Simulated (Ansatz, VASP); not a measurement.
**TiO2: VASP beside Ansatz**

Contents of INCAR:

```
PREC     = Accurate       # precision mode
ENCUT    = 520            # plane-wave cutoff, eV
EDIFF    = 1E-7           # SCF threshold, eV
ISMEAR   = -1             # smearing method
SIGMA    = 0.05           # smearing width, eV
LREAL    = False          # projectors in reciprocal space
LASPH    = True           # aspherical terms in the spheres
NELM     = 100            # most SCF steps
ALGO     = Normal         # electronic algorithm
ISIF     = 2              # what is computed and relaxed
LWAVE    = False          # write WAVECAR
LCHARG   = False          # write CHGCAR
GGA      = PE             # functional
NBANDS   = 33             # bands
```

The input KPOINTS:

```
regular mesh
0
Gamma
  10 10 10
```

File POSCAR:

```
TiO2
1.0
   -1.8534748763      1.8534748763      4.6601849950
    1.8534748763     -1.8534748763      4.6601849950
    1.8534748763      1.8534748763     -4.6601849950
Ti O
2 4
Direct
    0.7500000000      0.2500000000      0.5000000000
    0.0000000000      0.0000000000      0.0000000000
    0.7919000000      0.7919000000      0.0000000000
    0.5419000000      0.0419000000      0.5000000000
    0.9581000000      0.4581000000      0.5000000000
    0.2081000000      0.2081000000      0.0000000000
```

Contents of input.yaml:

```yaml
crystal:
  lattice:
    - [-1.8534748763, 1.8534748763, 4.660184995]
    - [1.8534748763, -1.8534748763, 4.660184995]
    - [1.8534748763, 1.8534748763, -4.660184995]
  atoms:
    - { symbol: Ti, position: [0.75, 0.25, 0.5] }
    - { symbol: Ti, position: [0.0, 0.0, 0.0] }
    - { symbol: O, position: [0.7919, 0.7919, 0.0] }
    - { symbol: O, position: [0.5419, 0.0419, 0.5] }
    - { symbol: O, position: [0.9581, 0.4581, 0.5] }
    - { symbol: O, position: [0.2081, 0.2081, 0.0] }
hamiltonian:
  xc: pbe
  pseudopotentials: { kind: nc, accuracy: stringent }
kpoints:
  mp_grid: { grid: [10, 10, 10] }
scf:
  occupations: { method: fermi_dirac, width: 0.05 }
output:
  forces: true
  stress: true
  eigenvalues: true
  write_density: true
  write_potential: true
  elf: true
  volumetric_format: npy
```

Alike in both runs: task single point; functional PBE; k mesh 10 × 10 × 10; occupations fermi-dirac, width 0.05 eV; no spin polarisation.

|  | VASP | Ansatz |
| --- | --- | --- |
| version | VASP 6.6.1 | Ansatz 0.2.0 |
| potentials or method | VASP PAW PBE potentials, release 64 (Ti_sv, O) | PseudoDojo stringent (PBE files) |
| plane-wave cutoff (eV) | 520 | 1252 |
| valence electrons in the cell | 48 | 48 |

|  | VASP | Ansatz | Ansatz less VASP |
| --- | --- | --- | --- |
| gap on the k mesh at the Fermi level (eV) | 2.25 | 2.30 | +0.046 |
| least direct gap on the mesh (eV) | 2.57 | 2.62 | +0.051 |
| pressure (GPa) | 22.0 | 20.8 | -1.21 |
| traceless stress, the component that is largest in VASP (GPa) | 1.62 | 1.53 | -0.090 |
| rms of the force components (eV/Å) | 0.251 | 0.231 | -0.0201 |

Atom by atom the forces differ by 0.020 eV/Å (rms over components). The functional is the same, so the differences come from potentials, cutoffs and numerics.
